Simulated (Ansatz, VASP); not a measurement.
**Ta12CN12O: VASP beside Ansatz**

```
Ta N O C
1.0
     6.20017    0.00000    0.00000
     0.00000    6.20017    0.00000
     0.00000    0.00000   23.64084
Ta N O C
12 12 1 1
Cartesian
  0.0000 0.0000 4.0000
  0.0000 3.1001 4.0000
  3.1001 0.0000 4.0000
  3.1001 3.1001 4.0000
  1.5500 1.5500 6.2392
  1.5500 4.6501 6.2392
  4.6501 1.5500 6.2392
  4.6501 4.6501 6.2392
  0.0000 0.0000 8.2695
  0.0000 3.1001 8.2695
  3.1001 0.0000 8.2695
  3.1001 3.1001 8.2695
  1.5500 1.5500 4.0000
  1.5500 4.6501 4.0000
  4.6501 1.5500 4.0000
  4.6501 4.6501 4.0000
  0.0000 0.0000 6.1377
  0.0000 3.1001 6.1377
  3.1001 0.0000 6.1377
  3.1001 3.1001 6.1377
  1.5500 1.5500 8.5908
  1.5500 4.6501 8.5908
  4.6501 1.5500 8.5908
  4.6501 4.6501 8.5908
  1.5500 1.5500 11.5908
  1.5500 1.5500 12.7408
```

Alike in both runs: task single point; functional PBE; dispersion D3(BJ); k mesh 5 × 5 × 1; occupations gaussian, width 0.1 eV; no spin polarisation.

```csv
,VASP,Ansatz
version,VASP 6.6.1,Ansatz 0.2.0
potentials or method,"VASP PAW PBE potentials, release 64 (Ta_pv, N, O, C), cutoff 520 eV","scalar-relativistic, plane waves, PAW"
valence electrons in the cell,202,226
```

|  | VASP | Ansatz | Ansatz less VASP |
| --- | --- | --- | --- |
| gap on the k mesh at the Fermi level (eV) | none | none | - |
| rms of the force components (eV/Å) | 0.296 | 0.364 | +0.0676 |

A gap of «none» marks a metal or a gap that the smearing closes. VASP's potentials hold 202 valence electrons a cell and Ansatz's 226, so a difference there can come from the potentials and not from the codes.

Neither program's run includes spin-orbit coupling. Noted on VASP's run: the standard files for N, O and F lose accuracy on very short bonds.
